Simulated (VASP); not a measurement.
Input of a VASP 6.6.1 run:

Contents of INCAR:

```
PREC = Accurate
ENCUT = 520
EDIFF = 1E-6
ISMEAR = -1
SIGMA = 0.05
LREAL = F
LASPH = T
NELM = 60
ALGO = Normal
ISIF = 2
LWAVE = F
LCHARG = F
GGA = PE
NBANDS = 34
```

Contents of KPOINTS:

```
regular mesh
0
Gamma
  7 7 4
```

Contents of POSCAR:

```
MgWBr4O
1.0
    6.6936181217     -1.9662910634      0.0000000000
    6.6936181217      1.9662910634      0.0000000000
   -6.6910355183      0.0000000000      6.6944538826
W Br Mg O
1 4 1 1
Direct
    0.9791290000      0.0166150000      0.0004300000
    0.2932060000      0.2438050000      0.1904670000
    0.7699490000      0.6950140000      0.8122950000
    0.8600070000      0.9820010000      0.6486170000
    0.0009520000      0.1594690000      0.3502470000
    0.2260730000      0.7755910000      0.5028030000
    0.4685000000      0.5288510000     -0.0035650000
```

Potentials or basis: VASP PAW PBE potentials, release 64 (W_sv, Br, Mg, O).

Run with:

```console
$ cat potpaw_PBE.64/W_sv/POTCAR potpaw_PBE.64/Br/POTCAR potpaw_PBE.64/Mg/POTCAR potpaw_PBE.64/O/POTCAR > POTCAR
$ mpirun -np 1 vasp_std > vasp.out
```

(1) Estimate the pressure.

(2) What does it give for the band gap on the k mesh?

(3) Predict the largest force.

Results:

(1) -3.2 GPa.

(2) zero (bands 25 and 26 overlap by 0.25 eV).

(3) 0.654 eV/Å.

Caveat: the cell differs from its parent crystal (atoms moved at random); the cell stands under tension; spin-orbit coupling is left out, which moves the levels of the heavy elements.
